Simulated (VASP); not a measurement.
# Rb2PdC2 (P-3m1) in VASP: further runs, part 2 of 2

VASP 6.6.1. The steps go on from the part before.

**3. Single point, LDA (21.46 Å³/atom)**

This run uses another cell than the first one, of 21.46 Å³/atom.

File INCAR:

```
SYSTEM = Rb2PdC2
PREC = Accurate
ENCUT = 520
EDIFF = 1E-7
ISMEAR = 0
SIGMA = 0.02
LREAL = .False.
LASPH = .True.
NELM = 80
ALGO = Normal
ISIF = 2
LWAVE = .False.
LCHARG = .False.
NBANDS = 26
```

File KPOINTS:

```
regular mesh
0
Gamma
  6 6 6
  0 0 0
```

File POSCAR:

```
Rb2PdC2
1.0
    4.9072815662      0.0000000000      0.0000000000
   -2.4536407831      4.2498304998      0.0000000000
    0.0000000000      0.0000000000      5.1439340035
Rb Pd C
2 1 2
Direct
    0.3333333333      0.6666666667      0.2825063369
    0.6666666667      0.3333333333      0.7174936631
    0.0000000000      0.0000000000      0.0000000000
    0.0000000000      0.0000000000      0.3783273239
    0.0000000000      0.0000000000      0.6216726761
```

Potentials or basis: VASP PAW LDA potentials, release 64 (Rb_sv, Pd, C).

Started as:

```
> cat potpaw_LDA.64/Rb_sv/POTCAR potpaw_LDA.64/Pd/POTCAR potpaw_LDA.64/C/POTCAR > POTCAR
> mpirun -np 1 vasp_std > vasp.out
```

OUTCAR:

```text
SYSTEM = Rb2PdC2
   PREC = Accurate
   ENCUT = 520
   EDIFF = 1E-7
   ISMEAR = 0
   LREAL = .False.
   LASPH = .True.
   NELM = 80
   ISIF = 2

 ion  position               nearest neighbor table
   1  0.333  0.667  0.283-   4 2.88   4 2.88   4 2.88   3 3.18   3 3.18   3 3.18   5 3.33   5 3.33
                             5 3.33   2 3.61   2 3.61   2 3.61   2 4.06   2 4.06   2 4.06
   2  0.667  0.333  0.717-   5 2.88   5 2.88   5 2.88   3 3.18   3 3.18   3 3.18   4 3.33   4 3.33
                             4 3.33   1 3.61   1 3.61   1 3.61   1 4.06   1 4.06   1 4.06
   3  0.000  0.000  0.000-   4 1.95   5 1.95   1 3.18   2 3.18   1 3.18   2 3.18   2 3.18   1 3.18

   4  0.000  0.000  0.378-   5 1.25   3 1.95   1 2.88   1 2.88   1 2.88   2 3.33   2 3.33   2 3.33

   5  0.000  0.000  0.622-   4 1.25   3 1.95   2 2.88   2 2.88   2 2.88   1 3.33   1 3.33   1 3.33
[... 902 lines left out ...]
  Total        3.6867647      3.6867647      3.7976379      0.0000000      0.0000000      0.0000000
  in kB       55.0614985     55.0614985     56.7173805      0.0000000      0.0000000      0.0000000
  external PRESSURE =      55.6134591 kB  Pullay stress =       0.0000000 kB

 VOLUME and BASIS-vectors are now :
 -----------------------------------------------------------------------------
  energy-cutoff  :      520.00
  volume of cell :      107.28
      direct lattice vectors                 reciprocal lattice vectors
     4.907281566  0.000000000  0.000000000     0.203778810  0.117651751  0.000000000
    -2.453640783  4.249830500  0.000000000     0.000000000  0.235303502  0.000000000
     0.000000000  0.000000000  5.143934004     0.000000000  0.000000000  0.194403738

 POSITION                                       TOTAL-FORCE (eV/Angst)
 -----------------------------------------------------------------------------------
     -0.00000      2.83322      1.45319        -0.000000      0.000000      0.001675
      2.45364      1.41661      3.69074         0.000000     -0.000000     -0.001675
      0.00000      0.00000      0.00000        -0.000000      0.000000      0.000000
      0.00000      0.00000      1.94609        -0.000000      0.000000     -0.059693
      0.00000      0.00000      3.19784         0.000000     -0.000000      0.059693
 -----------------------------------------------------------------------------------
    total drift:                               -0.000000     -0.000000      0.000000

  FREE ENERGIE OF THE ION-ELECTRON SYSTEM (eV)
  ---------------------------------------------------
  free  energy   TOTEN  =       -28.2717435688 eV

  energy  without entropy=      -28.2717435688  energy(sigma->0) =      -28.27174357
```

OSZICAR:

```text
N       E                     dE             d eps       ncg     rms          rms(c)
DAV:   1     0.204786743324E+03    0.20479E+03   -0.16629E+04  1768   0.123E+03
DAV:   2    -0.188568769685E+02   -0.22364E+03   -0.21508E+03  2244   0.268E+02
DAV:   3    -0.327697602311E+02   -0.13913E+02   -0.13790E+02  2322   0.646E+01
DAV:   4    -0.331645682328E+02   -0.39481E+00   -0.39432E+00  2626   0.981E+00
DAV:   5    -0.331713578087E+02   -0.67896E-02   -0.67890E-02  2282   0.114E+00    0.159E+01
DAV:   6    -0.286560420385E+02    0.45153E+01   -0.94960E+00  2142   0.204E+01    0.781E+00
DAV:   7    -0.283537175032E+02    0.30232E+00   -0.51859E+00  2188   0.123E+01    0.556E+00
DAV:   8    -0.282979718972E+02    0.55746E-01   -0.57523E-01  2460   0.451E+00    0.262E+00
DAV:   9    -0.282725971406E+02    0.25375E-01   -0.60628E-02  2088   0.138E+00    0.468E-01
DAV:  10    -0.282715646022E+02    0.10325E-02   -0.53775E-03  2350   0.419E-01    0.186E-01
DAV:  11    -0.282717316330E+02   -0.16703E-03   -0.14939E-03  2308   0.205E-01    0.901E-02
DAV:  12    -0.282717402407E+02   -0.86077E-05   -0.36648E-04  2158   0.118E-01    0.156E-02
DAV:  13    -0.282717428720E+02   -0.26313E-05   -0.30258E-05  2192   0.338E-02    0.797E-03
DAV:  14    -0.282717435259E+02   -0.65388E-06   -0.38612E-06  2046   0.121E-02    0.147E-03
DAV:  15    -0.282717435688E+02   -0.42962E-07   -0.39167E-07  2222   0.366E-03
   1 F= -.28271744E+02 E0= -.28271744E+02  d E =-.469119E-29
```

stdout:

```text
POSCAR found type information on POSCAR RbPdC
 POSCAR found :  3 types and       5 ions
 scaLAPACK will be used
 LDA part: xc-table for (Slater(with rela. corr.)+CA(PZ))
 , standard interpolation
 POSCAR, INCAR and KPOINTS ok, starting setup
 FFT: planning ... GRIDC
 FFT: planning ... GRID_SOFT
 FFT: planning ... GRID
 WAVECAR not read
 entering main loop
```

Run time: 2.5 min. Hardware: 1 thread of Intel Xeon 8259CL, shared host; peak memory 0.24 GiB.

What came out:

```yaml
Free_energy: -28.2717 eV
Pressure: 5.6 GPa
Largest_force: 0.060 eV/Å
Band_gap_on_the_k_mesh: 1.65 eV
```

Forces in eV/Å, atoms in the order of the input:
```
Rb   0.000  0.000  0.002
Rb   0.000  0.000 -0.002
Pd   0.000  0.000  0.000
C    0.000  0.000 -0.060
C    0.000  0.000  0.060
```

Stress tensor (GPa, compression positive):
```
5.51 0.00 0.00
0.00 5.51 0.00
0.00 0.00 5.67
```

Caveat: the cell stands under pressure. A k mesh can miss the band edges.

**4. Single point, LDA (22.19 Å³/atom)**

This run uses another cell than the first one, of 22.19 Å³/atom.

File INCAR:

```
PREC = Accurate ; ENCUT = 520
EDIFF = 1E-7 ; ISMEAR = 0
SIGMA = 0.02 ; LREAL = F
LASPH = T ; NELM = 60
ALGO = Normal ; ISIF = 2
LWAVE = F ; LCHARG = T
GGA = CA ; LELF = T
LVHAR = T ; NBANDS = 26
```

File KPOINTS:

```
Automatic mesh
0
Gamma
  6 6 6
```

File POSCAR:

```
Rb2PdC2
1.0
    4.9830768642      0.0000000000      0.0000000000
   -2.4915384321      4.3154711534      0.0000000000
    0.0000000000      0.0000000000      5.1587073374
Rb Pd C
2 1 2
Direct
    0.3333333333      0.6666666667      0.2818084910
    0.6666666667      0.3333333333      0.7181915090
    0.0000000000      0.0000000000      0.0000000000
    0.0000000000      0.0000000000      0.3783979019
    0.0000000000      0.0000000000      0.6216020981
```

Started as:

```
> cat potpaw_LDA.64/Rb_sv/POTCAR potpaw_LDA.64/Pd/POTCAR potpaw_LDA.64/C/POTCAR > POTCAR
> mpirun -np 1 vasp_std > vasp.out
```

It took 3.3 min on 1 thread of Intel Xeon 8259CL, shared host; peak memory 0.26 GiB.

It converged, with:

```
Free energy            : -28.3782 eV
Pressure               : 3.8 GPa
Largest force          : 0.053 eV/Å
Band gap on the k mesh : 1.61 eV
```

Forces in eV/Å, atoms in the order of the input:
```
Rb   0.000  0.000  0.001
Rb   0.000  0.000 -0.001
Pd   0.000  0.000  0.000
C    0.000  0.000 -0.053
C    0.000  0.000  0.053
```

Stress tensor (GPa, compression positive):
```
3.77 0.00 0.00
0.00 3.77 0.00
0.00 0.00 3.94
```

Levels at points of the mesh, in eV from the valence-band top:
```csv
k point,band 16,band 17,band 18,band 19,band 20,band 21
"(0.00, 0.00, 0.00)",-1.52,-1.30,-1.30,3.90,4.45,5.11
"(0.50, 0.00, 0.00)",-1.41,-1.26,-0.46,2.54,3.36,4.36
"(0.00, 0.00, 0.50)",-1.25,-0.08,-0.08,2.23,2.23,4.35
"(0.50, 0.00, 0.50)",-0.84,-0.09,0.00,1.61,3.03,4.92
```

Caveat: the cell stands under pressure. A k mesh can miss the band edges.

**5. Overview**

| cell | k mesh | smearing | gap on the mesh (eV) | pressure (GPa) | largest force (eV/Å) |
| --- | --- | --- | --- | --- | --- |
| a = 5.201 Å, angles 90.0, 90.0, 120.0°, 5 atoms, atomic positions A | 6 × 6 × 4 | gaussian 0.1 eV | 1.52 | 0.2 | 0.07 |
| a = 4.907, b = 4.907, c = 5.144 Å, angles 90.0, 90.0, 120.0°, 5 atoms, atomic positions B | 6 × 6 × 6 | gaussian 0.02 eV | 1.65 | 5.6 | 0.06 |
| a = 4.983, b = 4.983, c = 5.159 Å, angles 90.0, 90.0, 120.0°, 5 atoms, atomic positions B | 6 × 6 × 6 | gaussian 0.02 eV | 1.61 | 3.8 | 0.05 |

Alike in all rows: task single point; level LDA; potentials or basis VASP PAW LDA potentials, release 64 (Rb_sv, Pd, C); no spin polarisation; cutoff (eV) 520.

Caveats: the cell stands under pressure (at least some runs).

Absolute energies hang on the potentials; compare differences alone.
